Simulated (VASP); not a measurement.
Runs of VASP 6.6.1 on ScPt3S. The structure is that of space group P-6m2 (No. 187), or close to it. The cells are those of the table. 

```csv
task,cell,k mesh,cutoff (eV),gap on the mesh (eV),pressure (GPa),relaxed volume (Å³/atom),largest force (eV/Å)
relaxation of cell and atoms,"relaxed from a = 4.254, b = 4.254, c = 5.252 Å, angles 90.0, 90.0, 120.0°, 5 atoms",6 × 6 × 4,600,none,0.0,18.64,0.02
single point,"a = 4.254, b = 4.254, c = 5.252 Å, angles 90.0, 90.0, 120.0°, 5 atoms",6 × 6 × 4,520,none,21.0,-,(b)
single point,"a = 4.504, b = 4.504, c = 5.305 Å, angles 90.0, 90.0, 120.0°, 5 atoms",12 × 12 × 8,520,none,0.0,-,-
single point,"a = 4.510, b = 4.510, c = 5.297 Å, angles 90.0, 90.0, 120.0°, 5 atoms",6 × 6 × 4,520,none,(a),-,0.03
relaxation of cell and atoms,"relaxed from a = 4.510, b = 4.510, c = 5.297 Å, angles 90.0, 90.0, 120.0°, 5 atoms",12 × 12 × 8,600,none,0.0,18.65,-
```

Alike in all rows: level PBE; potentials or basis VASP PAW PBE potentials, release 64 (Sc_sv, Pt, S); no spin polarisation; smearing gaussian 0.1 eV.

Q: Estimate the missing entries.

A: (a) -0.2; (b) 0.04.

Caveats: spin-orbit coupling is left out, which moves the levels of the heavy elements.

A k mesh can miss the band edges, and the runs leave out spin-orbit coupling on Pt.

A gap of «none» marks levels without a gap at the run's occupations.
